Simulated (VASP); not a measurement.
# TlSe2Br (R-3m) in VASP: further runs

The runs below take TlSe2Br through single point, with r2SCAN.

All numbers are computed with VASP 6.6.1; they aren't measurements. Logs are shortened: lines on timing, memory, paths and dates and some standing lists are left out, and cuts for length are marked.

## 1. The cell of the first run

It takes space group R-3m (No. 166, trigonal). Conventional cell: a = 4.131 Å, b = 4.131 Å, c = 23.039 Å, α = 90.00°, β = 90.00°, γ = 120.00°. Se (site symmetry 3m) has 3 Tl at 2.83 Å and 3 Br at 3.32 Å within 3.7 Å. Tl (site symmetry -3m) has 6 Se at 2.83 Å within 3.7 Å. Within 4.6 Å of Br (site symmetry -3m) lie 6 Se at 3.32 Å and 6 Br at 4.13 Å and 6 Tl at 4.52 Å.

## 2. Single point, r2SCAN

Contents of POSCAR:

```
TlSe2Br
1.0
    4.1307480000      0.0000000000      0.0000000000
   -2.0653740000      3.5773330000      0.0000000000
   -2.0653740000      1.1924440000      7.6796430000
Se Tl Br
2 1 1
Direct
    0.2331400000      0.7668600000      0.6994200000
    0.7668600000      0.2331400000      0.3005800000
    0.5000000000      0.5000000000      0.5000000000
    0.0000000000      0.0000000000      0.0000000000
```

Contents of INCAR.step1:

```
SYSTEM = TlSe2Br
PREC = Accurate
ENCUT = 520
ISMEAR = 0
SIGMA = 0.0236
LREAL = .FALSE.
LASPH = .TRUE.
NELM = 60
NBANDS = 24
GGA = PE
ALGO = Normal
EDIFF = 1E-4
LWAVE = .TRUE.
LCHARG = .FALSE.
```

Contents of INCAR.step2:

```
SYSTEM = TlSe2Br
PREC = Accurate
ENCUT = 520
EDIFF = 1E-6
ISMEAR = 0
SIGMA = 0.0236
LREAL = .FALSE.
LASPH = .TRUE.
NELM = 60
ALGO = Normal
ISIF = 2
LWAVE = .FALSE.
LCHARG = .FALSE.
METAGGA = R2SCAN
LMIXTAU = .TRUE.
NBANDS = 24
ISTART = 1
```

Contents of KPOINTS:

```
Automatic mesh
0
G
  5 5 5
  0 0 0
```

Potentials or basis: VASP PAW PBE potentials, release 64 (Se, Tl_d, Br).

Run with:

```bash
$ cat potpaw_PBE.64/Se/POTCAR potpaw_PBE.64/Tl_d/POTCAR potpaw_PBE.64/Br/POTCAR > POTCAR
$ cp INCAR.step1 INCAR
$ mpirun -np 1 vasp_std > vasp.out
$ cp INCAR.step2 INCAR
$ mpirun -np 1 vasp_std > vasp.out
```

OUTCAR:

```text
SYSTEM = TlSe2Br
   PREC = Accurate
   ENCUT = 520
   EDIFF = 1E-6
   ISMEAR = 0
   LREAL = .FALSE.
   LASPH = .TRUE.
   NELM = 60
   ISIF = 2
   METAGGA = R2SCAN
   ISTART = 1

 ion  position               nearest neighbor table
   1  0.233  0.767  0.699-   3 2.83   3 2.83   3 2.83
   2  0.767  0.233  0.301-   3 2.83   3 2.83   3 2.83
   3  0.500  0.500  0.500-   1 2.83   2 2.83   2 2.83   1 2.83   1 2.83   2 2.83
   4  0.000  0.000  0.000-

  LATTYP: Found a trigonal (rhomboedric) cell.
 ALAT       =     8.0414309765
 COS(alpha) =     0.8680647653

  Lattice vectors:

 A1 = (  -0.0000000000,  -2.3848890000,   7.6796430000)
 A2 = (   2.0653740000,   1.1924440000,   7.6796430000)
 A3 = (  -2.0653740000,   1.1924440000,   7.6796430000)

Analysis of symmetry for initial positions (statically):
=====================================================================
 Subroutine PRICEL returns:
 Original cell was already a primitive cell.

 Routine SETGRP: Setting up the symmetry group for a
 trigonal (rhombohedral) supercell.

 Subroutine GETGRP returns: Found 12 space group operations
 (whereof 12 operations were pure point group operations)
 out of a pool of 12 trial point group operations.

The static configuration has the point symmetry D_3d.

Analysis of symmetry for dynamics (positions and initial velocities):
=====================================================================
 Subroutine PRICEL returns:
 Original cell was already a primitive cell.

 Routine SETGRP: Setting up the symmetry group for a
 trigonal (rhombohedral) supercell.

 Subroutine GETGRP returns: Found 12 space group operations
 (whereof 12 operations were pure point group operations)
 out of a pool of 12 trial point group operations.

The dynamic configuration has the point symmetry D_3d.

 Subroutine INISYM returns: Found 12 space group operations
 (whereof 12 operations are pure point group operations),
 and found     1 'primitive' translations

----------------------------------------------------------------------------------------

                                     Primitive cell

  volume of cell :     113.4826

  direct lattice vectors                    reciprocal lattice vectors
     4.130748000  0.000000000  0.000000000     0.242086905  0.139768928  0.043404801
    -2.065374000  3.577333000  0.000000000     0.000000000  0.279537857 -0.043404783
    -2.065374000  1.192444000  7.679643000     0.000000000  0.000000000  0.130214386

  length of vectors
     4.130748000  4.130748256  8.041430784     0.282887610  0.282887590  0.130214386

  position of ions in fractional coordinates (direct lattice)
     0.233140000  0.766860000  0.699420000
     0.766860000  0.233140000  0.300580000
     0.500000000  0.500000000  0.500000000
     0.000000000  0.000000000  0.000000000

  ion indices of the primitive-cell ions
   primitive index   ion index
                 1           1
                 2           2
                 3           3
                 4           4

----------------------------------------------------------------------------------------

 KPOINTS: Automatic mesh

Automatic generation of k-mesh.
 Grid dimensions read from file:
 generate k-points for:    5    5    5

 Generating k-lattice:

  Cartesian coordinates                     Fractional coordinates (reciprocal lattice)
     0.048417381  0.027953786  0.008680960     0.200000000  0.000000000  0.000000000
     0.000000000  0.055907571 -0.008680957     0.000000000  0.200000000 -0.000000000
     0.000000000  0.000000000  0.026042877     0.000000000  0.000000000  0.200000000

  Length of vectors
     0.056577522  0.056577518  0.026042877

  Shift w.r.t. Gamma in fractional coordinates (k-lattice)
     0.000000000  0.000000000  0.000000000

 Subroutine IBZKPT returns following result:
 ===========================================

 Found     19 irreducible k-points:

 Following reciprocal coordinates:
            Coordinates               Weight
  0.000000  0.000000  0.000000      1.000000
  0.200000 -0.000000  0.000000      6.000000
  0.400000  0.000000  0.000000      6.000000
  0.200000  0.200000 -0.000000      6.000000
  0.400000  0.200000  0.000000     12.000000
 -0.400000  0.200000 -0.000000     12.000000
[... 11 lines left out ...]
  0.000000  0.000000  0.400000      2.000000
  0.200000 -0.000000  0.400000      6.000000
   k-points           NKPTS =     19   k-points in BZ     NKDIM =     19   number of bands    NBANDS=     24
   number of dos      NEDOS =    301   number of ions     NIONS =      4
   total plane-waves  NPLWV =  61440
   dimension x,y,z NGX =    32 NGY =   32 NGZ =   60
   dimension x,y,z NGXF=    64 NGYF=   64 NGZF=  120
   ions per type =               2   1   1
   NGX,Y,Z   is equivalent  to a cutoff of  12.88, 12.88, 12.40 a.u.
   NGXF,Y,Z  is equivalent  to a cutoff of  25.76, 25.76, 24.81 a.u.
 SYSTEM =  TlSe2Br
   PREC   = accura    normal or accurate (medium, high low for compatibility)
   ISTART =      1    job   : 0-new  1-cont  2-samecut
   ICHARG =      0    charge: 1-file 2-atom 10-const
   ISPIN  =      1    spin polarized calculation?
   LNONCOLLINEAR =      F non collinear calculations
   LSORBIT =      F    spin-orbit coupling
   LASPH  =      T    aspherical Exc in radial PAW
   ENCUT  =  520.0 eV  38.22 Ry    6.18 a.u.   7.68  7.68 14.95*2*pi/ulx,y,z
   NELM   =     60;   NELMIN=  2; NELMDL=  0     # of ELM steps
   EDIFF  = 0.1E-05   stopping-criterion for ELM
   LREAL  =      F    real-space projection
   EDIFFG = 0.1E-04   stopping-criterion for IOM
   NSW    =      0    number of steps for IOM
   IBRION =     -1    ionic relax: 0-MD 1-quasi-New 2-CG
   NFREE  =      0    steps in history (QN), initial steepest desc. (CG)
   ISIF   =      2    stress and relaxation
   ISYM   =      2    0-nonsym 1-usesym 2-fastsym
   POTIM  = 0.5000    time-step for ionic-motion
   TEBEG  =    0.0;   TEEND  =   0.0 temperature during run
   PSTRESS=    0.0 pullay stress
   NELECT =      32.0000    total number of electrons
   NUPDOWN=      -1.0000    fix difference up-down
   EMIN   =  10.00;   EMAX   =-10.00  energy-range for DOS
   EFERMI =   0.00;   METHOD = LEGACY
   ISMEAR =     0;   SIGMA  =   0.02  broadening in eV -4-tet -1-fermi 0-gaus
   EFERMI_NEDOS =   21; number of points for ismear=-14 and -15
   IALGO  =     38    algorithm
   IMIX   =      4    mixing-type and parameters
     AMIX     =   0.40;   BMIX     =  1.00
     AMIX_MAG =   1.60;   BMIX_MAG =  1.00
  volume/ion in A,a.u.               =      28.37       191.45
  Fermi-wavevector in a.u.,A,eV,Ry     =   1.073532  2.028682 15.680329  1.152472
  Thomas-Fermi vector in A             =   2.209334
   LORBIT       =      0    0 simple, 1 ext, 2 COOP (PROOUT), +10 PAW based schemes
   METAGGA = R2SCAN    functional components
   LHFCALC =     F    Hartree Fock is set to
   AEXX    =    0.0000 exact exchange contribution
   IVDW    =     0    specifies the selected vdW correction
   LEPSILON=     F    determine dielectric tensor
   LRPA    =     F    only Hartree local field effects (RPA)
 non-spin polarized calculation
 Gauss-broadening in eV      SIGMA  =   0.02
  energy-cutoff  :      520.00
  volume of cell :      113.48
 maximum number of plane-waves:      3077
   NGX = 15   NGY = 15   NGZ = 29

 number of electron      31.9999998 magnetization

 Free energy of the ion-electron system (eV)
  ---------------------------------------------------
  ext. energy  EPLUGINS =         0.00000000
  ---------------------------------------------------
  free energy    TOTEN  =       -94.47641271 eV

  energy without entropy =      -94.47299895  energy(sigma->0) =      -94.47470583

 E-fermi :   2.2646     XC(G=0):  -9.5980

 val. band max:        2.2556734562   @ k =   0.2000   0.4000   0.2000
 cond. band min:       2.2676329257   @ k =   0.2000  -0.0000   0.0000
 fundamental gap:      0.0119594695
 Fermi energy:         2.2645681271

 k-point     1 :       0.0000    0.0000    0.0000
  band No.  band energies     occupation
      1     -12.4338      2.00000
      2     -11.1305      2.00000
      3     -10.4532      2.00000
      4      -9.2974      2.00000
      5      -9.2974      2.00000
      6      -9.0978      2.00000
[... 16 lines left out ...]
     23      11.3149      0.00000
     24      11.3221      0.00000

 k-point     2 :       0.2000   -0.0000    0.0000
  band No.  band energies     occupation
      1     -12.2835      2.00000
      2     -10.9817      2.00000
      3     -10.6842      2.00000
      4      -9.2637      2.00000
      5      -9.1170      2.00000
      6      -9.0718      2.00000
[... 16 lines left out ...]
     23      10.8616      0.00000
     24      11.7585      0.00000

 k-point     3 :       0.4000    0.0000    0.0000
  band No.  band energies     occupation
      1     -12.0364      2.00000
      2     -11.0392      2.00000
      3     -10.5251      2.00000
      4      -9.2351      2.00000
      5      -9.1478      2.00000
      6      -9.0218      2.00000
[... 16 lines left out ...]
     23      10.4934      0.00000
     24      12.4539      0.00000

 k-point     4 :       0.2000    0.2000   -0.0000
  band No.  band energies     occupation
      1     -12.0859      2.00000
      2     -10.8691      2.00000
      3     -10.7841      2.00000
      4      -9.1274      2.00000
      5      -9.1114      2.00000
      6      -9.0567      2.00000
[... 16 lines left out ...]
     23      10.6469      0.00000
     24      11.6284      0.00000

 k-point     5 :       0.4000    0.2000    0.0000
  band No.  band energies     occupation
      1     -11.9614      2.00000
      2     -10.9696      2.00000
      3     -10.6537      2.00000
      4      -9.1163      2.00000
      5      -9.0497      2.00000
      6      -9.0156      2.00000
[... 316 lines left out ...]
 k-point    17 :       0.2000   -0.2000    0.2000
  band No.  band energies     occupation
      1     -12.2420      2.00000
      2     -11.1869      2.00000
      3     -10.5241      2.00000
      4      -9.2636      2.00000
      5      -9.1175      2.00000
      6      -9.0728      2.00000
[... 16 lines left out ...]
     23      10.7711      0.00000
     24      11.6956      0.00000

 k-point    18 :       0.0000    0.0000    0.4000
  band No.  band energies     occupation
      1     -12.3452      2.00000
      2     -11.4436      2.00000
      3     -10.1798      2.00000
      4      -9.2973      2.00000
      5      -9.2973      2.00000
      6      -9.1088      2.00000
[... 16 lines left out ...]
     23      11.7822      0.00000
     24      11.8713      0.00000

 k-point    19 :       0.2000   -0.0000    0.4000
  band No.  band energies     occupation
      1     -12.2314      2.00000
      2     -11.2118      2.00000
      3     -10.5204      2.00000
      4      -9.2636      2.00000
      5      -9.1142      2.00000
      6      -9.0760      2.00000
[... 16 lines left out ...]
     23      10.9656      0.00000
     24      11.8915      0.00000

------------------------ aborting loop because EDIFF is reached ----------------------------------------

  FORCE on cell =-STRESS in cart. coord.  units (eV):
  Direction    XX          YY          ZZ          XY          YZ          ZX
  --------------------------------------------------------------------------------------
  -------------------------------------------------------------------------------------
  Total       -0.8469284     -0.8469286     -2.1733468      0.0000000      0.0000001      0.0000000
  in kB      -11.9571640    -11.9571660    -30.6838967      0.0000000      0.0000013      0.0000000
  external PRESSURE =     -18.1994089 kB  Pullay stress =       0.0000000 kB

 VOLUME and BASIS-vectors are now :
 -----------------------------------------------------------------------------
  energy-cutoff  :      520.00
  volume of cell :      113.48
      direct lattice vectors                 reciprocal lattice vectors
     4.130748000  0.000000000  0.000000000     0.242086905  0.139768928  0.043404801
    -2.065374000  3.577333000  0.000000000     0.000000000  0.279537857 -0.043404783
    -2.065374000  1.192444000  7.679643000     0.000000000  0.000000000  0.130214386

 POSITION                                       TOTAL-FORCE (eV/Angst)
 -----------------------------------------------------------------------------------
     -2.06537      3.57733      5.37130        -0.000000     -0.000000      0.341690
      2.06537      1.19244      2.30835         0.000000      0.000000     -0.341690
      0.00000      2.38489      3.83982         0.000000     -0.000000      0.000000
      0.00000      0.00000      0.00000         0.000000      0.000000      0.000000
 -----------------------------------------------------------------------------------
    total drift:                               -0.000000      0.000000     -0.000000

  FREE ENERGIE OF THE ION-ELECTRON SYSTEM (eV)
  ---------------------------------------------------
  free  energy   TOTEN  =       -94.4764127094 eV

  energy  without entropy=      -94.4729989536  energy(sigma->0) =      -94.47470583
```

It took 1.7 min on 1 thread of Oxide Virtual Turin-like, shared host; peak memory 0.24 GiB.

Results:

* Free energy: -94.4764 eV
* Pressure: -1.8 GPa
* Largest force: 0.342 eV/Å
* Band gap on the k mesh: zero (bands 16 and 17 overlap by 0.66 eV)

Forces on the atoms (eV/Å):
```
Se   0.000  0.000  0.342
Se   0.000  0.000 -0.342
Tl   0.000  0.000  0.000
Br   0.000  0.000  0.000
```

Levels at points of the mesh, in eV from the Fermi level:
```csv
k point,band 13,band 14,band 15,band 16,band 17,band 18,band 19,band 20
"(0.00, 0.00, 0.00)",-0.57,-0.57,-0.52,-0.52,0.45,1.23,4.01,5.83
```

Caveat: the PAW data sets were made with another functional, which shifts forces and pressure a little; spin-orbit coupling is left out, which moves the levels of the heavy elements.

(Part 1 of 2 ends here.)
